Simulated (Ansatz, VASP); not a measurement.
**One calculation of Al3Cl, two programs**

Contents of INCAR:

```
SYSTEM = Al3Cl
PREC = Accurate
ENCUT = 520
EDIFF = 1E-6
ISMEAR = 0
SIGMA = 0.1
LREAL = .FALSE.
LASPH = .TRUE.
NELM = 80
ALGO = Normal
ISIF = 2
LWAVE = .FALSE.
LCHARG = .FALSE.
GGA = PE
NBANDS = 16
```

File KPOINTS:

```
regular mesh
0
G
  6 6 6
  0 0 0
```

Contents of POSCAR:

```
Al3Cl
1.0
    2.4871957000      1.4359831100      4.3204504800
   -2.4871957000      1.4359831100      4.3204504800
    0.0000000000     -2.8719662200      4.3204504800
Al Cl
3 1
Direct
    0.5000000000      0.5000000000      0.0000000000
    0.0000000000      0.5000000000      0.5000000000
    0.5000000000      0.0000000000      0.5000000000
    0.0000000000      0.0000000000      0.0000000000
```

Input for Ansatz:

```yaml
crystal:
  lattice:
    - [2.4871957, 1.43598311, 4.32045048]
    - [-2.4871957, 1.43598311, 4.32045048]
    - [0.0, -2.87196622, 4.32045048]
  atoms:
    - { symbol: Al, position: [0.5, 0.5, 0.0] }
    - { symbol: Al, position: [0.0, 0.5, 0.5] }
    - { symbol: Al, position: [0.5, 0.0, 0.5] }
    - { symbol: Cl, position: [0.0, 0.0, 0.0] }
basis:
  ecutwfc: 420
kpoints:
  mp_grid: { grid: [6, 6, 6] }
hamiltonian:
  xc: pbe
scf:
  occupations: { method: gaussian, width: 0.1 }
  lower_state_search: "off"
output:
  forces: true
  stress: true
  eigenvalues: true
```

Alike in both runs: task single point; functional PBE; k mesh 6 × 6 × 6; occupations gaussian, width 0.1 eV; no spin polarisation.

```csv
,VASP,Ansatz
version,VASP 6.6.1,Ansatz 0.2.0
potentials or method,"VASP PAW PBE potentials, release 64 (Al, Cl), cutoff 520 eV","scalar-relativistic, plane waves, PAW"
valence electrons in the cell,16,16
```

VASP gave:

```
gap on the k mesh at the Fermi level (eV)                     : none
pressure (GPa)                                                : 15.0
traceless stress, the component that is largest in VASP (GPa) : -17.92
```

**Question.** What did Ansatz give for the same quantities?

**Answer.** gap on the k mesh at the Fermi level (eV): none; pressure (GPa): 14.9; traceless stress, the component that is largest in VASP (GPa): -17.86.

A gap of «none» marks a metal or a gap that the smearing closes.
